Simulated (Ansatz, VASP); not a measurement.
**One calculation of Sb, two programs**

INCAR

```
SYSTEM = Sb
PREC = Accurate
ENCUT = 520
EDIFF = 1E-7
ISMEAR = 0
SIGMA = 0.15
LREAL = .False.
LASPH = .True.
NELM = 80
ALGO = Normal
ISIF = 2
LWAVE = .False.
LCHARG = .False.
GGA = PS
NBANDS = 8
```

Contents of KPOINTS:

```
Automatic mesh
0
Gamma
  24 24 24
  0 0 0
```

The input POSCAR:

```
Sb
1.0
   -1.5981393080      1.5981393080      2.6391291742
    1.5981393080     -1.5981393080      2.6391291742
    1.5981393080      1.5981393080     -2.6391291742
Sb
1
Direct
    0.0000000000      0.0000000000      0.0000000000
```

Input for Ansatz:

```yaml
crystal:
  lattice:
    - [-1.598139308, 1.598139308, 2.6391291742]
    - [1.598139308, -1.598139308, 2.6391291742]
    - [1.598139308, 1.598139308, -2.6391291742]
  atoms:
    - { symbol: Sb, position: [0.0, 0.0, 0.0] }
basis:
  ecutwfc: 420
kpoints:
  mp_grid: { grid: [24, 24, 24] }
hamiltonian:
  xc: pbesol
scf:
  occupations: { method: gaussian, width: 0.15 }
output:
  forces: true
  stress: true
  eigenvalues: true
```

Alike in both runs: task single point; functional PBEsol; k mesh 24 × 24 × 24; occupations gaussian, width 0.15 eV; no spin polarisation.

```csv
,VASP,Ansatz
version,VASP 6.6.1,Ansatz 0.2.0
potentials or method,"VASP PAW PBE potentials, release 64 (Sb), cutoff 520 eV","scalar-relativistic, plane waves, PAW"
valence electrons in the cell,5,15
```

|  | VASP | Ansatz | Ansatz less VASP |
| --- | --- | --- | --- |
| gap on the k mesh at the Fermi level (eV) | none | none | - |
| pressure (GPa) | -1.5 | -1.5 | +0.01 |
| traceless stress, the component that is largest in VASP (GPa) | 0.42 | 0.46 | +0.032 |

VASP's potentials were made for PBE, not for PBEsol. A gap of «none» marks a metal or a gap that the smearing closes. VASP's potentials hold 5 valence electrons a cell and Ansatz's 15, so a difference there can come from the potentials and not from the codes.

Neither program's run includes spin-orbit coupling.
